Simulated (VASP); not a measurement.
# Ru (P6_3/mmc) in VASP: further runs

Runs on Ru. Level: PBEsol. Tasks: single point, relaxation of cell and atoms.

All numbers are computed with VASP 6.6.1; they aren't measurements. Logs are shortened: lines on timing, memory, paths and dates and some standing lists are left out, and cuts for length are marked.

### 1 The cell of the first run

The structure is hexagonal, space group P6_3/mmc (No. 194). Conventional cell: a = 2.692 Å, b = 2.692 Å, c = 4.257 Å, α = 90.00°, β = 90.00°, γ = 120.00°. Within 3.5 Å of Ru (site symmetry -6m2) lie 12 Ru at 2.64 to 2.69 Å.

### 2 Single point, PBEsol

File INCAR:

```
  ALGO = Normal
  EDIFF = 1E-6
  ENCUT = 520
  GGA = PS
  ISIF = 2
  ISMEAR = -1
  LASPH = T
  LCHARG = F
  LREAL = F
  LWAVE = F
  NBANDS = 21
  NELM = 100
  PREC = Accurate
  SIGMA = 0.1
```

File KPOINTS:

```
k-points
0
Gamma
  11 11 6
```

File POSCAR:

```
Ru
1.0
    2.6915453570      0.0000000000      0.0000000000
   -1.3457726785      2.3309466546      0.0000000000
    0.0000000000      0.0000000000      4.2571069432
Ru
2
Direct
    0.3333333333      0.6666666667      0.2500000000
    0.6666666667      0.3333333333      0.7500000000
```

Potentials or basis: VASP PAW PBE potentials, release 64 (Ru_pv).

Run with:

```sh
$ cat potpaw_PBE.64/Ru_pv/POTCAR > POTCAR
$ mpirun -np 1 vasp_std > vasp.out
```

OUTCAR:

```text
EDIFF = 1E-6
   ENCUT = 520
   GGA = PS
   ISIF = 2
   ISMEAR = -1
   LASPH = T
   LREAL = F
   NELM = 100
   PREC = Accurate

 ion  position               nearest neighbor table
   1  0.333  0.667  0.250-   2 2.64   2 2.64   2 2.64   2 2.64   2 2.64   2 2.64
   2  0.667  0.333  0.750-   1 2.64   1 2.64   1 2.64   1 2.64   1 2.64   1 2.64

  LATTYP: Found a hexagonal cell.
 ALAT       =     2.6915453570
 C/A-ratio  =     1.5816590020

  Lattice vectors:

 A1 = (   2.6915453570,   0.0000000000,   0.0000000000)
 A2 = (  -1.3457726785,   2.3309466546,   0.0000000000)
 A3 = (   0.0000000000,   0.0000000000,   4.2571069432)

Analysis of symmetry for initial positions (statically):
=====================================================================
 Subroutine PRICEL returns:
 Original cell was already a primitive cell.

 Routine SETGRP: Setting up the symmetry group for a
 hexagonal supercell.

 Subroutine GETGRP returns: Found 24 space group operations
 (whereof 12 operations were pure point group operations)
 out of a pool of 24 trial point group operations.

The static configuration has the point symmetry D_3d.
 The point group associated with its full space group is D_6h.

Analysis of symmetry for dynamics (positions and initial velocities):
=====================================================================
 Subroutine PRICEL returns:
 Original cell was already a primitive cell.

 Routine SETGRP: Setting up the symmetry group for a
 hexagonal supercell.

 Subroutine GETGRP returns: Found 24 space group operations
 (whereof 12 operations were pure point group operations)
 out of a pool of 24 trial point group operations.

The dynamic configuration has the point symmetry D_3d.
 The point group associated with its full space group is D_6h.

 Subroutine INISYM returns: Found 24 space group operations
 (whereof 12 operations are pure point group operations),
 and found     1 'primitive' translations

----------------------------------------------------------------------------------------

                                     Primitive cell

  volume of cell :      26.7084

  direct lattice vectors                    reciprocal lattice vectors
     2.691545357  0.000000000  0.000000000     0.371533772  0.214505123  0.000000000
    -1.345772678  2.330946655  0.000000000     0.000000000  0.429010247  0.000000000
[... 74 lines left out ...]
   NGXF,Y,Z  is equivalent  to a cutoff of  24.71, 24.71, 24.99 a.u.
 SYSTEM =  unknown system
   PREC   = accura    normal or accurate (medium, high low for compatibility)
   ISTART =      0    job   : 0-new  1-cont  2-samecut
   ICHARG =      2    charge: 1-file 2-atom 10-const
   ISPIN  =      1    spin polarized calculation?
   LNONCOLLINEAR =      F non collinear calculations
   LSORBIT =      F    spin-orbit coupling
   LASPH  =      T    aspherical Exc in radial PAW
   ENCUT  =  520.0 eV  38.22 Ry    6.18 a.u.   5.00  5.00  7.92*2*pi/ulx,y,z
   NELM   =    100;   NELMIN=  2; NELMDL= -5     # of ELM steps
   EDIFF  = 0.1E-05   stopping-criterion for ELM
   LREAL  =      F    real-space projection
[... 7 lines left out ...]
   TEBEG  =    0.0;   TEEND  =   0.0 temperature during run
   PSTRESS=    0.0 pullay stress
   NELECT =      28.0000    total number of electrons
   NUPDOWN=      -1.0000    fix difference up-down
   EMIN   =  10.00;   EMAX   =-10.00  energy-range for DOS
   EFERMI =   0.00;   METHOD = LEGACY
   ISMEAR =    -1;   SIGMA  =   0.10  broadening in eV -4-tet -1-fermi 0-gaus
   EFERMI_NEDOS =   21; number of points for ismear=-14 and -15
   IALGO  =     38    algorithm
   IMIX   =      4    mixing-type and parameters
     AMIX     =   0.40;   BMIX     =  1.00
     AMIX_MAG =   1.60;   BMIX_MAG =  1.00
  volume/ion in A,a.u.               =      13.35        90.12
  Fermi-wavevector in a.u.,A,eV,Ry     =   1.663073  3.142752 37.631153  2.765812
  Thomas-Fermi vector in A             =   2.749853
   LORBIT       =      0    0 simple, 1 ext, 2 COOP (PROOUT), +10 PAW based schemes
   GGA     = PS    functional components
   LHFCALC =     F    Hartree Fock is set to
   AEXX    =    0.0000 exact exchange contribution
   IVDW    =     0    specifies the selected vdW correction
   LEPSILON=     F    determine dielectric tensor
   LRPA    =     F    only Hartree local field effects (RPA)
 non-spin polarized calculation
  energy-cutoff  :      520.00
  volume of cell :       26.71
 maximum number of plane-waves:       735
 NGX is ok and might be reduce to    20
   NGX =  9   NGY =  9   NGZ = 15

 number of electron      27.9999999 magnetization

 Free energy of the ion-electron system (eV)
  ---------------------------------------------------
  ext. energy  EPLUGINS =         0.00000000
  ---------------------------------------------------
  free energy    TOTEN  =       -20.36121307 eV

  energy without entropy =      -20.30226433  energy(sigma->0) =      -20.33173870

 E-fermi :  12.9546     XC(G=0): -14.3835

 val. band max:       12.9537343099   @ k =   0.2727   0.1818   0.1667
 cond. band min:      12.9557112230   @ k =   0.2727   0.1818   0.0000
 fundamental gap:      0.0019769131
 Fermi energy:        12.9546379021

 k-point     1 :       0.0000    0.0000    0.0000
  band No.  band energies     occupation
      1     -30.6646      2.00000
      2     -29.6716      2.00000
      3     -29.6716      2.00000
      4     -29.4910      2.00000
      5     -29.4910      2.00000
      6     -29.4486      2.00000
[... 565 lines left out ...]
     20      23.2632      0.00000
     21      24.8707      0.00000

 [... further k-points ...]

------------------------ aborting loop because EDIFF is reached ----------------------------------------

  FORCE on cell =-STRESS in cart. coord.  units (eV):
  Direction    XX          YY          ZZ          XY          YZ          ZX
  --------------------------------------------------------------------------------------
  -------------------------------------------------------------------------------------
  Total       -0.1015764     -0.1015764     -0.1107496      0.0000000      0.0000000      0.0000000
  in kB       -6.0933289     -6.0933289     -6.6436092      0.0000000      0.0000000      0.0000000
  external PRESSURE =      -6.2767557 kB  Pullay stress =       0.0000000 kB

 VOLUME and BASIS-vectors are now :
 -----------------------------------------------------------------------------
  energy-cutoff  :      520.00
  volume of cell :       26.71
      direct lattice vectors                 reciprocal lattice vectors
     2.691545357  0.000000000  0.000000000     0.371533772  0.214505123  0.000000000
    -1.345772678  2.330946655  0.000000000     0.000000000  0.429010247  0.000000000
     0.000000000  0.000000000  4.257106943     0.000000000  0.000000000  0.234901311

 POSITION                                       TOTAL-FORCE (eV/Angst)
 -----------------------------------------------------------------------------------
     -0.00000      1.55396      1.06428         0.000000     -0.000000      0.000000
      1.34577      0.77698      3.19283        -0.000000      0.000000      0.000000
 -----------------------------------------------------------------------------------
    total drift:                               -0.000000      0.000000     -0.000000

  FREE ENERGIE OF THE ION-ELECTRON SYSTEM (eV)
  ---------------------------------------------------
  free  energy   TOTEN  =       -20.3612130733 eV

  energy  without entropy=      -20.3022643333  energy(sigma->0) =      -20.33173870
```

stdout:

```text
POSCAR found type information on POSCAR Ru
 POSCAR found :  1 types and       2 ions
 scaLAPACK will be used
 -----------------------------------------------------------------------------
|                                                                             |
|                                                                             |
|     You enforced a specific xc type in the INCAR file but a different       |
|     I HOPE YOU KNOW WHAT YOU ARE DOING!                                     |
|                                                                             |
 -----------------------------------------------------------------------------

 LDA part: xc-table for (Slater+PW92), standard interpolation
 POSCAR, INCAR and KPOINTS ok, starting setup
 FFT: planning ... GRIDC
 FFT: planning ... GRID_SOFT
 FFT: planning ... GRID
 WAVECAR not read
 entering main loop
```

Wall time 26 s (1 thread of Intel Xeon 8259CL, shared host); peak memory 0.15 GiB.

Results:

```yaml
Free_energy: -20.3612 eV
Pressure: -0.6 GPa
Band_gap_on_the_k_mesh: zero (bands 14 and 15 overlap by 3.16 eV)
```

Caveat: the PAW data sets were made with another functional, which shifts forces and pressure a little.

### 3 Relaxation of cell and atoms, PBEsol

This run uses another cell than the first one, of 13.57 Å³/atom.

File INCAR:

```
SYSTEM = Ru
  PREC = Accurate
  ENCUT = 600
  EDIFF = 1E-6
  ISMEAR = -1
  SIGMA = 0.1
  LREAL = .False.
  LASPH = .True.
  NELM = 100
  ALGO = Normal
  ISIF = 3
  LWAVE = .False.
  LCHARG = .False.
  GGA = PS
  IBRION = 2
  NSW = 80
  EDIFFG = -0.03
```

File KPOINTS:

```
Automatic mesh
0
Gamma
  11 11 6
  0 0 0
```

File POSCAR:

```
Ru
1.0
    2.7058000000      0.0000000000      0.0000000000
   -1.3529000000      2.3432920000      0.0000000000
    0.0000000000      0.0000000000      4.2819000000
Ru
2
Direct
    0.3333333333      0.6666666667      0.2500000000
    0.6666666667      0.3333333333      0.7500000000
```

Potentials or basis: VASP PAW PBE potentials, release 64 (Ru_pv).

Run with:

```sh
$ cat potpaw_PBE.64/Ru_pv/POTCAR > POTCAR
$ mpirun -np 1 vasp_std > vasp.out
```

Run time: 75 s. Hardware: 1 thread of Intel Xeon 8259CL, shared host; peak memory 0.18 GiB.

Results (log left out):

- Free energy: -20.3624 eV
- Relaxed volume: 13.33 Å³/atom
- Relaxed cell: a = 2.690 Å, b = 2.690 Å, c = 4.255 Å, α = 90.00°, β = 90.00°, γ = 120.00°
- Space group after relaxing (to 0.1 Å): P6_3/mmc (No. 194)
- Energy gained by relaxing: 4.8 meV/atom
- Ionic steps: 3
- Pressure after relaxing: -0.2 GPa
- Band gap on the k mesh: zero (bands 14 and 15 overlap by 3.16 eV)

The path:
```csv
step,energy change (eV),largest force (eV/Å),pressure (GPa),volume (Å³)
1,0.0000,0.0000,-6.10,27.15
2,0.0914,0.0000,23.04,25.17
3,-0.0097,0.0000,-0.20,26.67
```

Final structure:
```
Ru
1.0
     2.69022    0.00000    0.00000
    -1.34511    2.32980    0.00000
     0.00000    0.00000    4.25451
Ru
2
Direct
  0.33333 0.66667 0.25000
  0.66667 0.33333 0.75000
```

Levels at points of the mesh, in eV from the Fermi level:
```tsv
k point	band 10	band 11	band 12	band 13	band 14	band 15	band 16	band 17	band 18
(0.00, 0.00, 0.00)	-2.63	-2.44	-1.92	-1.92	-1.38	-1.38	1.28	1.28	1.31
(0.00, 0.00, 0.50)	-2.80	-2.80	-2.80	-2.75	-2.75	0.62	0.62	0.62	0.62
```

Caveat: the PAW data sets were made with another functional, which shifts forces and pressure a little.
